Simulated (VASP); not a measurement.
A run of VASP 6.6.1:

File INCAR:

```
SYSTEM = Ru
PREC     = Accurate       ! precision mode
ENCUT    = 560            ! plane-wave cutoff, eV
EDIFF    = 1E-6           ! SCF threshold, eV
ISMEAR   = -1             ! smearing method
SIGMA    = 0.3            ! smearing width, eV
LREAL    = .FALSE.        ! projectors in reciprocal space
LASPH    = .TRUE.         ! aspherical terms in the spheres
NELM     = 120            ! most SCF steps
ALGO     = Normal         ! electronic algorithm
ISIF     = 2              ! what is computed and relaxed
LWAVE    = .FALSE.        ! write WAVECAR
LCHARG   = .FALSE.        ! write CHGCAR
NBANDS   = 23             ! bands
GGA_COMPAT= .FALSE.
```

The input KPOINTS:

```
Automatic mesh
0
G
  13 13 8
  0 0 0
```

Contents of POSCAR:

```
Ru
1.0
    2.6775346364      0.0000000000      0.0000000000
   -1.3387673182      2.3188130146      0.0000000000
    0.0000000000      0.0000000000      4.2181251212
Ru
2
Direct
    0.3333333333      0.6666666667      0.2500000000
    0.6666666667      0.3333333333      0.7500000000
```

Potentials or basis: VASP PAW LDA potentials, release 64 (Ru_sv).

Run with:

```console
$ cat potpaw_LDA.64/Ru_sv/POTCAR > POTCAR
$ mpirun -np 1 vasp_std > vasp.out
```

Hardware: 1 thread of AMD EPYC 9R45 96-Core Processor (Zen 5), on a shared host.

Task: How long does it take, and how much memory?

Result: Run time: 37 s on 1 thread of AMD EPYC 9R45 96-Core Processor (Zen 5) (shared host), peak memory 0.14 GiB. Counts: scf iterations 11, k points 105.
